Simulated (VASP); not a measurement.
A run of VASP 6.6.1 is set up as follows.

Contents of POSCAR:

```
MgO
1.0
    2.6233491285      0.0000000000      0.0000000000
    0.0000000000      2.6233491285      0.0000000000
    0.0000000000      0.0000000000      2.6233491285
Mg O
1 1
Direct
    0.0000000000      0.0000000000      0.0000000000
    0.5000000000      0.5000000000      0.5000000000
```

The input INCAR.step1:

```
SYSTEM = MgO
PREC = Accurate
ENCUT = 920
ISMEAR = 0
SIGMA = 0.01
LREAL = .False.
LASPH = .True.
NELM = 120
NBANDS = 15
GGA = PE
ALGO = Normal
EDIFF = 1E-5
LWAVE = .True.
LCHARG = .False.
GGA_COMPAT = .False.
```

Contents of INCAR.step2:

```
SYSTEM = MgO
PREC = Accurate
ENCUT = 920
EDIFF = 1E-6
ISMEAR = 0
SIGMA = 0.01
LREAL = .False.
LASPH = .True.
NELM = 120
ALGO = Normal
ISIF = 2
LWAVE = .False.
LCHARG = .False.
METAGGA = R2SCAN
LMIXTAU = .True.
NBANDS = 15
ISTART = 1
GGA_COMPAT = .False.
```

File KPOINTS:

```
regular mesh
0
Gamma
  6 6 6
  0 0 0
```

Potentials or basis: VASP PAW PBE potentials, release 64 (Mg_sv, O).

Launch:

```console
$ cat potpaw_PBE.64/Mg_sv/POTCAR potpaw_PBE.64/O/POTCAR > POTCAR
$ cp INCAR.step1 INCAR
$ mpirun -np 1 vasp_std > vasp.out
$ cp INCAR.step2 INCAR
$ mpirun -np 1 vasp_std > vasp.out
```

Task: What does it give for the pressure?

Result: 0.7 GPa.

Task: Predict the band gap on the k mesh.

Result: 3.51 eV (least direct gap 4.57 eV).

Caveat: the structure was generated, so it needn't be the stable form of MgO; the PAW data sets were made with another functional, which shifts forces and pressure a little. A k mesh can miss the band edges.
